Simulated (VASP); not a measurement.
# HRh8 in VASP: notebook

The runs below take HRh8 through single point, with PBE+D3(BJ).

Program: VASP 6.6.1. These are calculated values, not measurements. Logs are shortened: lines on timing, memory, paths and dates and some standing lists are left out, and cuts for length are marked.

## 1. The cell of the first run

The cell holds a slab with vacuum, 9 atoms: a = 5.365 Å, b = 3.794 Å, c = 21.240 Å, α = 90.00°, β = 90.00°, γ = 90.00°.

## 2. Single point, PBE+D3(BJ)

INCAR reads:

```
PREC = Accurate
ENCUT = 520
EDIFF = 1E-7
ISMEAR = 0
SIGMA = 0.1
LREAL = F
LASPH = T
NELM = 60
ALGO = Normal
ISIF = 2
LWAVE = F
LCHARG = T
LDIPOL = T
IDIPOL = 3
DIPOL = 0.5 0.5 0.305
GGA = PE
IVDW = 12
LELF = T
LVHAR = T
LVACPOTAV = T
NBANDS = 70
```

KPOINTS reads:

```
regular mesh
0
Gamma
  5 7 1
```

POSCAR reads:

```
HRh8
1.0
    5.3650160441      0.0000000000      0.0000000000
    0.0000000000      3.7936392259      0.0000000000
    0.0000000000      0.0000000000     21.2400770646
Rh H
8 1
Direct
    0.2500000000      0.5000000000      0.1883232338
    0.7500000000      0.5000000000      0.1883232338
    0.0000000000      0.0000000000      0.2514705570
    0.5000000000      0.0000000000      0.2514705570
    0.2500000000      0.5000000000      0.3153506346
    0.7500000000      0.5000000000      0.3153506346
    0.0000000000      0.0000000000      0.3738252475
    0.5000000000      0.0000000000      0.3738252475
    0.0833333333      0.1250000000      0.4915272686
```

Potentials or basis: VASP PAW PBE potentials, release 64 (Rh_pv, H).

Command:

```bash
cat potpaw_PBE.64/Rh_pv/POTCAR potpaw_PBE.64/H/POTCAR > POTCAR
mpirun -np 1 vasp_std > vasp.out
```

OUTCAR:

```text
PREC = Accurate
   ENCUT = 520
   EDIFF = 1E-7
   ISMEAR = 0
   LREAL = F
   LASPH = T
   NELM = 60
   ISIF = 2
   GGA = PE
   IVDW = 12
 IVDW          = 12

 ion  position               nearest neighbor table
   1  0.250  0.500  0.188-   2 2.68   2 2.68   4 2.68   3 2.68   4 2.68   3 2.68   5 2.70
   2  0.750  0.500  0.188-   1 2.68   1 2.68   4 2.68   3 2.68   4 2.68   3 2.68   6 2.70
   3  0.000  0.000  0.251-   7 2.60   4 2.68   4 2.68   2 2.68   1 2.68   2 2.68   1 2.68   5 2.69
                             5 2.69   6 2.69   6 2.69
   4  0.500  0.000  0.251-   8 2.60   3 2.68   3 2.68   2 2.68   1 2.68   2 2.68   1 2.68   5 2.69
                             5 2.69   6 2.69   6 2.69
   5  0.250  0.500  0.315-   7 2.63   8 2.63   7 2.63   8 2.63   6 2.68   6 2.68   4 2.69   4 2.69
                             3 2.69   3 2.69   1 2.70
   6  0.750  0.500  0.315-   7 2.63   8 2.63   7 2.63   8 2.63   5 2.68   5 2.68   4 2.69   4 2.69
                             3 2.69   3 2.69   2 2.70
   7  0.000  0.000  0.374-   3 2.60   5 2.63   6 2.63   5 2.63   6 2.63   8 2.68   8 2.68
   8  0.500  0.000  0.374-   4 2.60   5 2.63   6 2.63   5 2.63   6 2.63   7 2.68   7 2.68
   9  0.083  0.125  0.492-

  LATTYP: Found a simple orthorhombic cell.
 ALAT       =     3.7936392259
 B/A-ratio  =     1.4142135624
 C/A-ratio  =     5.5988658383

  Lattice vectors:

 A1 = (   0.0000000000,  -3.7936392259,   0.0000000000)
 A2 = (   5.3650160441,   0.0000000000,   0.0000000000)
 A3 = (   0.0000000000,   0.0000000000,  21.2400770646)

Analysis of symmetry for initial positions (statically):
=====================================================================
 Subroutine PRICEL returns:
 Original cell was already a primitive cell.

 Routine SETGRP: Setting up the symmetry group for a
 simple orthorhombic supercell.

 Subroutine GETGRP returns: Found  1 space group operations
 (whereof  1 operations were pure point group operations)
 out of a pool of  8 trial point group operations.

The static configuration has the point symmetry C_1 .

Analysis of symmetry for dynamics (positions and initial velocities):
=====================================================================
 Subroutine PRICEL returns:
 Original cell was already a primitive cell.

 Routine SETGRP: Setting up the symmetry group for a
 simple orthorhombic supercell.

 Subroutine GETGRP returns: Found  1 space group operations
 (whereof  1 operations were pure point group operations)
[... 120 lines left out ...]
   NELECT =     121.0000    total number of electrons
   NUPDOWN=      -1.0000    fix difference up-down
   EMIN   =  10.00;   EMAX   =-10.00  energy-range for DOS
   EFERMI =   0.00;   METHOD = LEGACY
   ISMEAR =     0;   SIGMA  =   0.10  broadening in eV -4-tet -1-fermi 0-gaus
   EFERMI_NEDOS =   21; number of points for ismear=-14 and -15
   IALGO  =     38    algorithm
   IMIX   =      4    mixing-type and parameters
     AMIX     =   0.40;   BMIX     =  1.00
     AMIX_MAG =   1.60;   BMIX_MAG =  1.00
  volume/ion in A,a.u.               =      48.03       324.14
  Fermi-wavevector in a.u.,A,eV,Ry     =   1.070884  2.023676 15.603046  1.146792
  Thomas-Fermi vector in A             =   2.206607
   LORBIT       =      0    0 simple, 1 ext, 2 COOP (PROOUT), +10 PAW based schemes
   GGA     = PE    functional components
   LHFCALC =     F    Hartree Fock is set to
   AEXX    =    0.0000 exact exchange contribution
   IVDW    =    12    specifies the selected vdW correction
   LEPSILON=     F    determine dielectric tensor
   LRPA    =     F    only Hartree local field effects (RPA)
 non-spin polarized calculation
 Gauss-broadening in eV      SIGMA  =   0.10
  energy-cutoff  :      520.00
  volume of cell :      432.30
 maximum number of plane-waves:     11681
   NGX = 19   NGY = 15   NGZ = 79

 dipolmoment           0.000000      0.000000     -0.168820 electrons x Angstroem

 number of electron     121.0000043 magnetization

 dipolmoment           0.000000      0.000000      0.183134 electrons x Angstroem

 Free energy of the ion-electron system (eV)
  ---------------------------------------------------
  ext. energy  EPLUGINS =         0.00000000
  ---------------------------------------------------
  free energy    TOTEN  =       -53.26544047 eV

  energy without entropy =      -53.17371927  energy(sigma->0) =      -53.21957987

 E-fermi :  -0.8787     XC(G=0):  -4.7665

 val. band max:       -0.8815598979   @ k =   0.0000   0.0000   0.0000
 cond. band min:      -0.8742890168   @ k =   0.4000   0.4286   0.0000
 fundamental gap:      0.0072708811
 Fermi energy:        -0.8786917819

 k-point     1 :       0.0000    0.0000    0.0000
  band No.  band energies     occupation
      1     -47.8590      2.00000
      2     -47.8043      2.00000
      3     -47.7777      2.00000
      4     -47.5979      2.00000
      5     -47.5425      2.00000
      6     -47.4956      2.00000
[... 1303 lines left out ...]
     69       1.6494      0.00000
     70       1.8034      0.00000

------------------------ aborting loop because EDIFF is reached ----------------------------------------

 Edisp (eV)   -3.12568

 E8    (eV) :    -1.4655

  FORCE on cell =-STRESS in cart. coord.  units (eV):
  Direction    XX          YY          ZZ          XY          YZ          ZX
  --------------------------------------------------------------------------------------
  -------------------------------------------------------------------------------------
  Total      -9.00762    -6.33555    -6.28521    -0.08136    -0.88233    -0.45924
  in kB     -33.38392   -23.48072   -23.29417    -0.30155    -3.27007    -1.70203
  external pressure =      -26.72 kB  Pullay stress =        0.00 kB

 VOLUME and BASIS-vectors are now :
 -----------------------------------------------------------------------------
  energy-cutoff  :      520.00
  volume of cell :      432.30
      direct lattice vectors                 reciprocal lattice vectors
     5.365016044  0.000000000  0.000000000     0.186392732  0.000000000  0.000000000
     0.000000000  3.793639226  0.000000000     0.000000000  0.263599130  0.000000000
     0.000000000  0.000000000 21.240077065     0.000000000  0.000000000  0.047080808

 POSITION                                       TOTAL-FORCE (eV/Angst)
 -----------------------------------------------------------------------------------
      1.34125      1.89682      4.00000        -0.032261      0.008325      0.643218
      4.02376      1.89682      4.00000         0.031358      0.019382      0.648268
      0.00000      0.00000      5.34125        -0.032309     -0.025852     -0.734622
      2.68251      0.00000      5.34125         0.029327     -0.004710     -0.442418
      1.34125      1.89682      6.69807        -0.072136      0.007844     -0.147691
      4.02376      1.89682      6.69807         0.049805      0.038355     -0.141767
      0.00000      0.00000      7.94008         0.348178      0.279558      1.705899
      2.68251      0.00000      7.94008        -0.122561     -0.004854      0.283170
      0.44708      0.47420     10.44008        -0.199402     -0.318048     -1.814057
 -----------------------------------------------------------------------------------
    total drift:                               -0.000076      0.000001      0.000450

  FREE ENERGIE OF THE ION-ELECTRON SYSTEM (eV)
  ---------------------------------------------------
  free  energy   TOTEN  =       -56.3911172133 eV

  energy  without entropy=      -56.2993960149  energy(sigma->0) =      -56.34525661

 vacuum level on the upper side and lower side of the slab         5.252         3.624
```

OSZICAR:

```text
N       E                     dE             d eps       ncg     rms          rms(c)
DAV:   1     0.113010058843E+04    0.11301E+04   -0.74580E+04  3320   0.156E+03
DAV:   2    -0.161149358688E+02   -0.11462E+04   -0.11206E+04  2802   0.443E+02
DAV:   3    -0.558400295141E+02   -0.39725E+02   -0.36672E+02  3016   0.797E+01
[... 27 lines left out ...]
DAV:  31    -0.532654389152E+02   -0.34154E-05   -0.16691E-07  1824   0.681E-04    0.292E-04
DAV:  32    -0.532654395457E+02   -0.63058E-06   -0.18114E-08  1660   0.318E-04    0.255E-04
DAV:  33    -0.532654401290E+02   -0.58328E-06   -0.74278E-09  1436   0.260E-04    0.885E-05
DAV:  34    -0.532654403820E+02   -0.25293E-06   -0.38282E-09  1428   0.173E-04    0.101E-04
DAV:  35    -0.532654404666E+02   -0.84652E-07   -0.14945E-09  1398   0.130E-04
   1 F= -.56391117E+02 E0= -.56345257E+02  d E =-.917212E-01
```

stdout:

```text
POSCAR found type information on POSCAR RhH
 POSCAR found :  2 types and       9 ions
 scaLAPACK will be used
 LDA part: xc-table for (Slater+PW92), standard interpolation
 POSCAR, INCAR and KPOINTS ok, starting setup
 FFT: planning ... GRIDC
 FFT: planning ... GRID_SOFT
 FFT: planning ... GRID
 WAVECAR not read
 entering main loop
 -----------------------------------------------------------------------------
|                                                                             |
|           W    W    AA    RRRRR   N    N  II  N    N   GGGG   !!!           |
|           W    W   A  A   R    R  NN   N  II  NN   N  G    G  !!!           |
|           W    W  A    A  R    R  N N  N  II  N N  N  G       !!!           |
|           W WW W  AAAAAA  RRRRR   N  N N  II  N  N N  G  GGG   !            |
|           WW  WW  A    A  R   R   N   NN  II  N   NN  G    G                |
|           W    W  A    A  R    R  N    N  II  N    N   GGGG   !!!           |
|                                                                             |
|     Did not find any points to average over, which means that no vacuum     |
|     field-free region was found. Please increase the size of  your cell     |
|     in the dimension of the dipole correction to obtain accurate            |
|     workfunction values.                                                    |
|                                                                             |
 -----------------------------------------------------------------------------
```

It took 13 min on 1 thread of Intel Xeon 6975P-C (Granite Rapids), shared host; peak memory 0.62 GiB.

What came out:

| Item | Value |
| --- | --- |
| Free energy | -56.3911 eV |
| Largest force | 1.852 eV/Å |
| Band gap on the k mesh | zero (an odd number of electrons rules out a gap without spin polarisation) |
| Dispersion energy per atom | -0.347 eV |

Forces on the atoms (eV/Å):
```
Rh  -0.032  0.008  0.643
Rh   0.031  0.019  0.648
Rh  -0.032 -0.026 -0.735
Rh   0.029 -0.005 -0.442
Rh  -0.072  0.008 -0.148
Rh   0.050  0.038 -0.142
Rh   0.348  0.280  1.706
Rh  -0.123 -0.005  0.283
H   -0.199 -0.318 -1.814
```

Levels at points of the mesh, in eV from the Fermi level:
| k point | band 58 | band 59 | band 60 | band 61 | band 62 | band 63 |
| --- | --- | --- | --- | --- | --- | --- |
| (0.00, 0.00, 0.00) | -0.02 | 0.00 | 0.17 | 0.27 | 0.31 | 0.35 |

## 3. Single point, PBE+D3(BJ)

INCAR reads:

```
SYSTEM = HRh8
PREC = Accurate
ENCUT = 520
EDIFF = 1E-6
ISMEAR = 0
SIGMA = 0.1
LREAL = .FALSE.
LASPH = .TRUE.
NELM = 100
ALGO = Normal
ISIF = 2
LWAVE = .FALSE.
LCHARG = .FALSE.
LDIPOL = .TRUE.
IDIPOL = 3
DIPOL = 0.5 0.5 0.305
GGA = PE
IVDW = 12
NBANDS = 70
```

KPOINTS reads:

```
Automatic mesh
0
G
  5 7 1
  0 0 0
```

POSCAR: that of step 2 with these lines changed.

```diff
@@ -16,2 +16,2 @@
     0.5000000000      0.0000000000      0.3738252475
-    0.0833333333      0.1250000000      0.4915272686
+    0.0833333333      0.3750000000      0.4915272686
```

Potentials or basis: VASP PAW PBE potentials, release 64 (Rh_pv, H).

Command:

```bash
cat potpaw_PBE.64/Rh_pv/POTCAR potpaw_PBE.64/H/POTCAR > POTCAR
mpirun -np 1 vasp_std > vasp.out
```

Run time: 11 min. Hardware: 1 thread of Intel Xeon 6975P-C (Granite Rapids), shared host; peak memory 0.63 GiB.

The run converged. Its results:

```yaml
Free_energy: -55.9670 eV
Largest_force: 1.315 eV/Å
Band_gap_on_the_k_mesh: zero (an odd number of electrons rules out a gap without spin polarisation)
Dispersion_energy_per_atom: -0.348 eV
```

Forces on the atoms (eV/Å):
```
Rh  -0.018  0.010  0.668
Rh   0.008  0.023  0.659
Rh  -0.014 -0.043 -0.672
Rh   0.018  0.009 -0.538
Rh   0.017  0.000 -0.126
Rh  -0.014  0.035 -0.076
Rh   0.187  0.383  1.189
Rh  -0.066 -0.018  0.142
H   -0.118 -0.398 -1.247
```

Levels at points of the mesh, in eV from the Fermi level:
```
           k point  band 58  band 59  band 60  band 61  band 62  band 63
(0.00, 0.00, 0.00)    -0.02     0.00     0.16     0.18     0.29     0.34
```
